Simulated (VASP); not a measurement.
A run of VASP 6.6.1 is set up as follows.

INCAR

```
SYSTEM = Sb2Se3
ALGO = Normal
EDIFF = 1E-6
ENCUT = 520
GGA = PE
ISIF = 2
ISMEAR = -1
LASPH = .TRUE.
LCHARG = .FALSE.
LREAL = .FALSE.
LWAVE = .FALSE.
NBANDS = 22
NELM = 80
PREC = Accurate
SIGMA = 0.03
```

Contents of KPOINTS:

```
k-points
0
G
  8 8 5
  0 0 0
```

File POSCAR:

```
Sb2Se3
1.0
    4.0694543721      0.0000000000      0.0000000000
   -2.0347271860      3.5242508658      0.0000000000
    0.0000000000      0.0000000000     10.5348044482
Sb Se
2 3
Direct
    0.3333333333      0.6666666667      0.1799456836
    0.6666666667      0.3333333333      0.8200543164
    0.0000000000      0.0000000000      0.0000000000
    0.3333333333      0.6666666667      0.6726280850
    0.6666666667      0.3333333333      0.3273719150
```

Potentials or basis: VASP PAW PBE potentials, release 64 (Sb, Se).

Run with:

```bash
$ cat potpaw_PBE.64/Sb/POTCAR potpaw_PBE.64/Se/POTCAR > POTCAR
$ mpirun -np 1 vasp_std > vasp.out
```

Task: Estimate the pressure.

Result: 0.0 GPa.

Task: Predict the largest force.

Result: 0.025 eV/Å.

Task: What does it give for the band gap on the k mesh?

Result: 0.46 eV.

Forces on the atoms (eV/Å):
```
Sb   0.000  0.000 -0.025
Sb   0.000  0.000  0.025
Se   0.000  0.000  0.000
Se   0.000  0.000 -0.009
Se   0.000  0.000  0.009
```

Caveat: spin-orbit coupling is left out, which moves the levels of the heavy elements; an odd mesh through Γ misses points on the zone boundary, where band edges can lie; this functional lacks dispersion, which binds the layers, so the pressure and a relaxed spacing across them are unreliable.
